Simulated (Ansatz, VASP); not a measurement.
## BiSe2: VASP beside Ansatz

```
Se Bi
1.0
     4.16444    0.00000    0.00000
    -2.08222    3.60651    0.00000
     0.00000    0.00000   25.05964
Se Bi
4 2
Cartesian
  2.0822 1.2022 8.0749
  0.0000 2.4043 11.3998
  2.0822 1.2022 13.6598
  0.0000 2.4043 16.9848
  0.0000 0.0000 9.7145
  0.0000 0.0000 15.3451
```

Alike in both runs: functional r2SCAN; k mesh 9 × 9 × 1; occupations gaussian, width 0.05 eV; no spin polarisation.

Ansatz relaxed the structure, and its values are those at the end. VASP's run is a single point on that final structure, the one shown.

|  | VASP | Ansatz |
| --- | --- | --- |
| version | VASP 6.6.1 | Ansatz 0.2.0 |
| potentials or method | VASP PAW PBE potentials, release 64 (Se, Bi_d), cutoff 520 eV | scalar-relativistic, plane waves, PAW |
| valence electrons in the cell | 54 | 94 |

```csv
,VASP,Ansatz,Ansatz less VASP
gap on the k mesh at the Fermi level (eV),none,none,-
rms of the force components (eV/Å),0.007,0.001,-0.0053
```

VASP's potentials were made for PBE, not for r2SCAN. A gap of «none» marks a metal or a gap that the smearing closes. VASP's potentials hold 54 valence electrons a cell and Ansatz's 94, so a difference there can come from the potentials and not from the codes. Ansatz's warnings: xc potential rough in thin density.

Spin-orbit coupling is off throughout.
